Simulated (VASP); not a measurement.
## GaN: relaxation of the atoms with PBE

GaN:

```xyz
4
Lattice="3.1516 0.0000 0.0000 -1.5758 2.7294 0.0000 0.0000 0.0000 5.1383" Properties=species:S:1:pos:R:3 pbc="T T T"
Ga    1.5758    0.9098    2.5656
Ga    0.0000    1.8196    5.1347
N     1.5758    0.9098    4.4996
N     0.0000    1.8196    1.9305
```

This cell differs from its parent crystal: strained cell.

```json
{
  "Program": "VASP 6.6.1",
  "Task": "relaxation of the atoms",
  "Functional": "PBE",
  "Potentials or basis": "VASP PAW PBE potentials, release 64 (Ga_d, N)",
  "Cutoff": "520 eV",
  "k mesh": "12 × 12 × 6",
  "Occupations": "gaussian, width 0.02 eV",
  "Spin": "no spin polarisation",
  "Dipole correction": "no",
  "Further INCAR settings": "ALGO = Normal; EDIFF = 1e-06; IBRION = 2; EDIFFG = -0.002; NSW = 60"
}
```

* Pressure after relaxing: 12.3 GPa
* Band gap on the k mesh: 2.13 eV

Stress tensor (GPa, compression positive):
```
12.30  0.00  0.00
 0.00 12.30  0.00
 0.00  0.00 12.16
```

Final structure:
```
CELL_PARAMETERS angstrom
3.15165 0.00000 0.00000
-1.57582 2.72940 0.00000
0.00000 0.00000 5.13832
ATOMIC_POSITIONS crystal
Ga 0.66667 0.33333 0.49930
Ga 0.33333 0.66667 0.99930
N 0.66667 0.33333 0.87570
N 0.33333 0.66667 0.37570
```

Levels at points of the mesh, in eV from the valence-band top:
```
           k point  band 14  band 15  band 16  band 17  band 18  band 19  band 20  band 21  band 22
(0.00, 0.00, 0.00)    -1.07    -1.07    -0.05     0.00     0.00     2.13     4.48     9.37    10.09
(0.50, 0.00, 0.00)    -5.41    -4.35    -2.85    -2.30    -1.04     5.17     5.75     6.13     8.86
(0.00, 0.00, 0.50)    -3.91    -0.55    -0.55    -0.55    -0.55     4.46     4.46     8.64     8.64
(0.50, 0.00, 0.50)    -6.77    -2.02    -2.02    -1.97    -1.97     4.50     4.50     7.97     7.97
```

Run time: 100 s on 1 thread of AMD EPYC 7R13, with other jobs on the host, peak memory 0.17 GiB.

Caveat: the cell differs from its parent crystal (strained cell).
